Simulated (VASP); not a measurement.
# K: single point with PBEsol

K:

```
CELL_PARAMETERS angstrom
-2.73306 2.73306 2.73306
2.73306 -2.73306 2.73306
2.73306 2.73306 -2.73306
ATOMIC_POSITIONS crystal
K 0.00000 0.00000 0.00000
```

```yaml
Program: VASP 6.6.1
Task: single point
Functional: PBEsol
Potentials_or_basis: VASP PAW PBE potentials, release 64 (K_sv)
Cutoff: 520 eV
k_mesh: 7 × 7 × 7
Occupations: fermi-dirac, width 0.05 eV
Spin: no spin polarisation
```

```
Pressure : -0.4 GPa
```

Levels at points of the mesh, in eV from the Fermi level:
```tsv
k point	band 2	band 3	band 4	band 5	band 6	band 7	band 8	band 9
(0.00, 0.00, 0.00)	-15.58	-15.58	-15.58	-2.01	4.20	4.20	4.20	5.05
```

Run time: 6.2 s on 1 thread of Intel(R) Xeon(R) 6975P-C (Granite Rapids), on a shared host, peak memory 0.19 GiB.

Caveat: the PAW data sets were made with another functional, which shifts forces and pressure a little.
